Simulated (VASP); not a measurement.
# Te (C2/m) in VASP: further runs

Runs on Te. Level: PBE. Tasks: electric field gradients.

Program: VASP 6.6.1. These are calculated values, not measurements. Logs are shortened: lines on timing, memory, paths and dates and some standing lists are left out, and cuts for length are marked.

### Step 1. The cell of the first run

Symmetry: C2/m, No. 12, monoclinic system. The conventional cell has a = 8.411 Å, b = 4.711 Å, c = 3.933 Å, α = 90.00°, β = 91.89°, γ = 90.00°. Within 4.0 Å of Te (site symmetry m) lie 14 Te at 2.97 to 3.97 Å. Te (site symmetry 2/m) has 14 Te at 2.97 to 3.93 Å within 4.0 Å.

### Step 2. Electric field gradients, PBE (25.96 Å³/atom)

Input file INCAR:

```
PREC     = Accurate       # precision mode
ENCUT    = 520            # plane-wave cutoff, eV
EDIFF    = 1E-8           # SCF threshold, eV
ISMEAR   = -1             # smearing method
SIGMA    = 0.05           # smearing width, eV
LREAL    = F              # projectors in reciprocal space
LASPH    = T              # aspherical terms in the spheres
NELM     = 60             # most SCF steps
ALGO     = Normal         # electronic algorithm
ISIF     = 2              # what is computed and relaxed
LWAVE    = F              # write WAVECAR
LCHARG   = F              # write CHGCAR
GGA      = PE             # functional
LEFG     = T            
NBANDS   = 16             # bands
```

Input file KPOINTS:

```
regular mesh
0
Gamma
  8 8 8
```

Input file POSCAR:

```
Te
1.0
    4.2056823652     -2.3552854265      0.0000000000
    4.2056823652      2.3552854265      0.0000000000
   -0.1295744703      0.0000000000      3.9307898038
Te
3
Direct
    0.6760000000      0.6760000000      0.6750000000
    0.3240000000      0.3240000000      0.3250000000
    0.0000000000      0.0000000000      0.0000000000
```

Potentials or basis: VASP PAW PBE potentials, release 64 (Te).

Launch:

```
$ cat potpaw_PBE.64/Te/POTCAR > POTCAR
$ mpirun -np 1 vasp_std > vasp.out
```

OUTCAR:

```text
PREC = Accurate
   ENCUT = 520
   EDIFF = 1E-8
   ISMEAR = -1
   LREAL = F
   LASPH = T
   NELM = 60
   ISIF = 2
   GGA = PE

 ion  position               nearest neighbor table
   1  0.676  0.676  0.675-   3 2.97   2 3.02   2 3.02   3 3.08   3 3.08   2 3.22   2 3.66   2 3.66

   2  0.324  0.324  0.325-   3 2.97   1 3.02   1 3.02   3 3.08   3 3.08   1 3.22   1 3.66   1 3.66

   3  0.000  0.000  0.000-   1 2.97   2 2.97   1 3.08   1 3.08   2 3.08   2 3.08

  LATTYP: Found a base centered monoclinic cell.
 ALAT       =     8.4113647304
 B/A-ratio  =     0.5600245625
 C/A-ratio  =     0.4675727418
 COS(beta)  =    -0.0329460833

  Lattice vectors:

 A1 = (   4.2056823652,  -2.3552854265,   0.0000000000)
 A2 = (   4.2056823652,   2.3552854265,   0.0000000000)
 A3 = (  -0.1295744703,   0.0000000000,   3.9307898038)

Analysis of symmetry for initial positions (statically):
=====================================================================
 Subroutine PRICEL returns:
 Original cell was already a primitive cell.

 Routine SETGRP: Setting up the symmetry group for a
 base centered monoclinic supercell.

 Subroutine GETGRP returns: Found  4 space group operations
 (whereof  4 operations were pure point group operations)
 out of a pool of  4 trial point group operations.

The static configuration has the point symmetry C_2h.

Analysis of symmetry for dynamics (positions and initial velocities):
=====================================================================
 Subroutine PRICEL returns:
 Original cell was already a primitive cell.

 Routine SETGRP: Setting up the symmetry group for a
 base centered monoclinic supercell.

 Subroutine GETGRP returns: Found  4 space group operations
 (whereof  4 operations were pure point group operations)
 out of a pool of  4 trial point group operations.

The dynamic configuration has the point symmetry C_2h.

 Subroutine INISYM returns: Found  4 space group operations
 (whereof  4 operations are pure point group operations),
 and found     1 'primitive' translations

----------------------------------------------------------------------------------------

                                     Primitive cell
[... 135 lines left out ...]
  ---------------------------------------------------
  free energy    TOTEN  =        -8.64264972 eV

  energy without entropy =       -8.62816976  energy(sigma->0) =       -8.63540974

 E-fermi :   9.3322     XC(G=0): -10.4216

 val. band max:        9.3188488218   @ k =  -0.2500   0.2500   0.1250
 cond. band min:       9.3342794360   @ k =   0.3750   0.0000   0.1250
 fundamental gap:      0.0154306142
 Fermi energy:         9.3322296340

 k-point     1 :       0.0000    0.0000    0.0000
  band No.  band energies     occupation
      1      -5.6852      2.00000
      2      -0.2604      2.00000
      3      -0.2153      2.00000
      4       4.4838      2.00000
      5       4.7587      2.00000
      6       5.2858      2.00000
[... 433 lines left out ...]
      3      -0.4179      2.00000
      4       3.3911      2.00000
      5       3.7680      2.00000
      6       6.7979      2.00000
[... 8 lines left out ...]
     15      16.5585      0.00000
     16      17.3673      0.00000

 [... further k-points ...]

------------------------ aborting loop because EDIFF is reached ----------------------------------------

  FORCE on cell =-STRESS in cart. coord.  units (eV):
  Direction    XX          YY          ZZ          XY          YZ          ZX
  --------------------------------------------------------------------------------------
  -------------------------------------------------------------------------------------
  Total        5.5017282      5.5571014      5.4320780      0.0000000      0.0000000      0.5011662
  in kB      113.1930818    114.3323345    111.7600911      0.0000000      0.0000000     10.3110415
  external PRESSURE =     113.0951691 kB  Pullay stress =       0.0000000 kB

 VOLUME and BASIS-vectors are now :
 -----------------------------------------------------------------------------
  energy-cutoff  :      520.00
  volume of cell :       77.87
      direct lattice vectors                 reciprocal lattice vectors
     4.205682365 -2.355285427  0.000000000     0.118886772 -0.212288496  0.003918981
     4.205682365  2.355285427  0.000000000     0.118886772  0.212288496  0.003918981
    -0.129574470  0.000000000  3.930789804     0.000000000  0.000000000  0.254401800

 POSITION                                       TOTAL-FORCE (eV/Angst)
 -----------------------------------------------------------------------------------
      5.59862      0.00000      2.65328        -0.518774      0.000000     -0.218316
      2.68317      0.00000      1.27751         0.518774      0.000000      0.218316
      0.00000      0.00000      0.00000         0.000000      0.000000      0.000000
 -----------------------------------------------------------------------------------
    total drift:                               -0.000000      0.000000      0.000000

  FREE ENERGIE OF THE ION-ELECTRON SYSTEM (eV)
  ---------------------------------------------------
  free  energy   TOTEN  =        -8.6426497172 eV

  energy  without entropy=       -8.6281697638  energy(sigma->0) =       -8.63540974

 Electric field gradients (V/A^2)
---------------------------------------------------------------------
 ion       V_xx      V_yy      V_zz      V_xy      V_xz      V_yz
---------------------------------------------------------------------
   1     105.859   162.701  -268.560    -0.000   -47.808    -0.000
   2     105.859   162.701  -268.560    -0.000   -47.808    -0.000
   3     242.126    58.392  -300.518     0.000    73.073    -0.000
---------------------------------------------------------------------

 Electric field gradients after diagonalization (V/A^2)
 (convention: |V_zz| > |V_xx| > |V_yy|)
----------------------------------------------------------------------
 ion       V_xx      V_yy      V_zz     asymmetry (V_yy - V_xx)/ V_zz
----------------------------------------------------------------------
   1     162.701   111.867  -274.568       0.185
   2     162.701   111.867  -274.568       0.185
   3     251.794    58.392  -310.186       0.624
----------------------------------------------------------------------

           NMR quadrupolar parameters

 Cq : quadrupolar parameter    Cq=e*Q*V_zz/h
 eta: asymmetry parameters     (V_yy - V_xx)/ V_zz
 Q  : nuclear electric quadrupole moment in mb (millibarn)
----------------------------------------------------------------------
 ion       Cq(MHz)       eta       Q (mb)
----------------------------------------------------------------------
   1      -0.664       0.185       1.000
   2      -0.664       0.185       1.000
   3      -0.750       0.624       1.000
----------------------------------------------------------------------
```

OSZICAR:

```text
N       E                     dE             d eps       ncg     rms          rms(c)
DAV:   1     0.682383476123E+02    0.68238E+02   -0.66943E+03  4800   0.914E+02
DAV:   2    -0.508361507702E+01   -0.73322E+02   -0.70040E+02  6464   0.144E+02
DAV:   3    -0.859661131748E+01   -0.35130E+01   -0.34833E+01  5944   0.332E+01
DAV:   4    -0.863701260907E+01   -0.40401E-01   -0.40395E-01  6448   0.440E+00
DAV:   5    -0.863788656297E+01   -0.87395E-03   -0.87395E-03  6224   0.643E-01    0.156E+01
DAV:   6    -0.864009146737E+01   -0.22049E-02   -0.34593E-03  6504   0.379E-01    0.954E+00
DAV:   7    -0.864267290363E+01   -0.25814E-02   -0.64574E-03  6096   0.525E-01    0.149E-01
DAV:   8    -0.864265209586E+01    0.20808E-04   -0.36041E-04  6136   0.112E-01    0.921E-02
DAV:   9    -0.864265327113E+01   -0.11753E-05   -0.37845E-05  6624   0.372E-02    0.289E-02
DAV:  10    -0.864265069582E+01    0.25753E-05   -0.30631E-06  6256   0.103E-02    0.847E-03
DAV:  11    -0.864264996701E+01    0.72881E-06   -0.32925E-07  6472   0.384E-03    0.158E-03
DAV:  12    -0.864264976295E+01    0.20406E-06   -0.47791E-08  6176   0.124E-03    0.360E-04
DAV:  13    -0.864264971562E+01    0.47333E-07   -0.36330E-09  3896   0.385E-04    0.190E-04
DAV:  14    -0.864264971715E+01   -0.15357E-08   -0.69810E-10  3488   0.182E-04
   1 F= -.86426497E+01 E0= -.86354097E+01  d E =-.144800E-01
```

It took 1.8 min on 1 thread of Intel Xeon Platinum 8488C (Sapphire Rapids), shared host; peak memory 0.29 GiB.

What came out:

```yaml
Free_energy: -8.6426 eV
Pressure: 11.3 GPa
Largest_force: 0.563 eV/Å
Band_gap_on_the_k_mesh: zero (bands 9 and 10 overlap by 3.60 eV)
Largest_electric_field_gradient_by_atom: Te -274.6, -310.2 (each value once) V/Å²
```

Forces in eV/Å, atoms in the order of the input:
```
Te  -0.519  0.000 -0.218
Te   0.519  0.000  0.218
Te   0.000  0.000  0.000
```

Electric field gradients, principal values (V/Å²):
```tsv
atom	least	middle	greatest (by size)
1 Te	111.867	162.701	-274.568
2 Te	111.867	162.701	-274.568
3 Te	58.392	251.794	-310.186
```

Caveat: the cell stands under pressure; without QUAD_EFG the Cq values of the log hold for a quadrupole moment of 1 mb, not for the nuclei; spin-orbit coupling is left out, which moves the levels of the heavy elements.

(Continued in part 2 of 2.)
